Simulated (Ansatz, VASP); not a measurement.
# One calculation of GaN, two programs

Contents of INCAR:

```
SYSTEM = GaN
PREC = Accurate
ENCUT = 520
EDIFF = 1E-6
ISMEAR = -1
SIGMA = 0.05
LREAL = .FALSE.
LASPH = .TRUE.
NELM = 80
ALGO = Normal
ISIF = 2
LWAVE = .FALSE.
LCHARG = .FALSE.
GGA = PE
NBANDS = 16
```

KPOINTS

```
Automatic mesh
0
G
  8 8 8
  0 0 0
```

The input POSCAR:

```
GaN
1.0
    0.0000000000      2.1352350000      2.1352350000
    2.1352350000      0.0000000000      2.1352350000
    2.1352350000      2.1352350000      0.0000000000
Ga N
1 1
Direct
    0.0000000000      0.0000000000      0.0000000000
    0.5000000000      0.5000000000      0.5000000000
```

Contents of input.yaml:

```yaml
crystal:
  lattice:
    - [0.0, 2.135235, 2.135235]
    - [2.135235, 0.0, 2.135235]
    - [2.135235, 2.135235, 0.0]
  atoms:
    - { symbol: Ga, position: [0.0, 0.0, 0.0] }
    - { symbol: "N", position: [0.5, 0.5, 0.5] }
kpoints:
  mp_grid: { grid: [8, 8, 8] }
scf:
  occupations: { method: fermi_dirac, width: 0.05 }
hamiltonian:
  xc: pbe
  pseudopotentials: { kind: all_electron, datasets: crystal }
output:
  forces: true
  stress: true
  eigenvalues: true
```

Alike in both runs: task single point; functional PBE; k mesh 8 × 8 × 8; occupations fermi-dirac, width 0.05 eV; no spin polarisation.

```csv
,VASP,Ansatz
version,VASP 6.6.1,Ansatz 0.2.0
potentials or method,"VASP PAW PBE potentials, release 64 (Ga_d, N), cutoff 520 eV",all-electron PAW datasets made for the crystal
```

```csv
,VASP,Ansatz,Ansatz less VASP
gap on the k mesh at the Fermi level (eV),0.42,0.43,+0.012
least direct gap on the mesh (eV),2.36,2.38,+0.011
pressure (GPa),0.4,-0.3,-0.74
```

Ansatz ran all-electron here, and VASP with PAW potentials.
